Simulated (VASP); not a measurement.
Wanted: the native input for a VASP 6.6.1 run.

- Task: single point
- Functional: PBE
- Potentials or basis: VASP PAW PBE potentials, release 64 (Eu)
- Cutoff: 520 eV
- k mesh: 8 × 8 × 4
- Occupations: fermi-dirac, width 0.05 eV
- Spin: collinear spin, ferromagnetic start
- Starting moments: [7.0, 7.0] μB
- Dipole correction: no
- Further INCAR settings: ALGO = Normal; EDIFF = 1e-06; NBANDS = 28

The structure of Eu lies in POSCAR:

```
Eu
1.0
    2.0362346208     -3.5479563022      0.0000000000
    2.0362346208      3.5479563022      0.0000000000
    0.0000000000      0.0000000000      6.4650845644
Eu
2
Direct
    0.1631328600      0.8368671400      0.2500000000
    0.8368671400      0.1631328600      0.7500000000
```

One way to write it, as run:

INCAR

```
SYSTEM = Eu
PREC = Accurate
ENCUT = 520
EDIFF = 1E-6
ISMEAR = -1
SIGMA = 0.05
LREAL = .FALSE.
LASPH = .TRUE.
NELM = 150
ALGO = Normal
ISIF = 2
LWAVE = .FALSE.
LCHARG = .TRUE.
ISPIN = 2
MAGMOM = 7 7
LORBIT = 11
LMAXMIX = 6
GGA = PE
LELF = .TRUE.
LVHAR = .TRUE.
NBANDS = 28
```

KPOINTS

```
Automatic mesh
0
G
  8 8 4
  0 0 0
```

Potentials or basis: VASP PAW PBE potentials, release 64 (Eu).

The run is started by

```console
$ cat potpaw_PBE.64/Eu/POTCAR > POTCAR
$ mpirun -np 1 vasp_std > vasp.out
```

It gave:

- Pressure: -1.6 GPa
- Largest force: 0.021 eV/Å
- Net moment: 15.24 μB per cell
- Site moments: Eu +6.75 μB
- Valence electrons inside the program's atomic spheres: Eu 14.72

Wall time 17 min on 1 thread of Intel Xeon 8259CL, with other jobs on the host, peak memory 0.41 GiB.
